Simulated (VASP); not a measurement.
Runs of VASP 6.6.1 on CaO. The structure is that of space group Fm-3m (No. 225), or close to it. The cells are those of the table. 

```tsv
task	level	potentials or basis	cell	k mesh	cutoff (eV)	smearing	gap on the mesh (eV)	pressure (GPa)
relaxation of cell and atoms	PBEsol	VASP PAW PBE potentials, release 64 (Ca_sv, O)	relaxed from a = 3.416 Å, angles 60.0°, 2 atoms	8 × 8 × 8	600	fermi-dirac 0.02 eV	3.53	0.0
single point	r2SCAN	VASP PAW PBE potentials, release 64 (Ca_sv, O)	a = 3.391 Å, angles 60.0°, 2 atoms	10 × 10 × 10	520	gaussian 0.01 eV	4.19	(b)
single point	PBEsol	VASP PAW PBE potentials, release 64 (Ca_sv, O)	a = 3.371 Å, angles 60.0°, 2 atoms	8 × 8 × 8	520	fermi-dirac 0.02 eV	3.52	0.6
single point	PBE	VASP PAW PBE potentials, release 64 (Ca_sv, O)	a = 3.416 Å, angles 60.0°, 2 atoms	8 × 8 × 8	520	fermi-dirac 0.02 eV	3.64	0.6
single point	PBE	VASP PAW PBE potentials, release 64 (Ca_sv, O)	a = 3.391 Å, angles 60.0°, 2 atoms	6 × 6 × 6	520	gaussian 0.01 eV	3.63	3.1
single point	LDA	VASP PAW LDA potentials, release 64 (Ca_sv, O)	a = 3.329 Å, angles 60.0°, 2 atoms	8 × 8 × 8	520	fermi-dirac 0.02 eV	(a)	1.0
single point	r2SCAN	VASP PAW PBE potentials, release 64 (Ca_sv, O)	a = 3.391 Å, angles 60.0°, 2 atoms	8 × 8 × 8	520	fermi-dirac 0.02 eV	4.19	1.0
single point	PBE	VASP PAW PBE potentials, release 64 (Ca_sv, O)	a = 3.391 Å, angles 60.0°, 2 atoms	10 × 10 × 10	520	fermi-dirac 0.02 eV	3.63	3.1
```

Alike in all rows: no spin polarisation.

Task: Estimate the missing entries.

Result: (a) 3.42; (b) 1.1.

Caveats: the PAW data sets were made with another functional, which shifts forces and pressure a little (some runs).

A k mesh can miss the band edges.
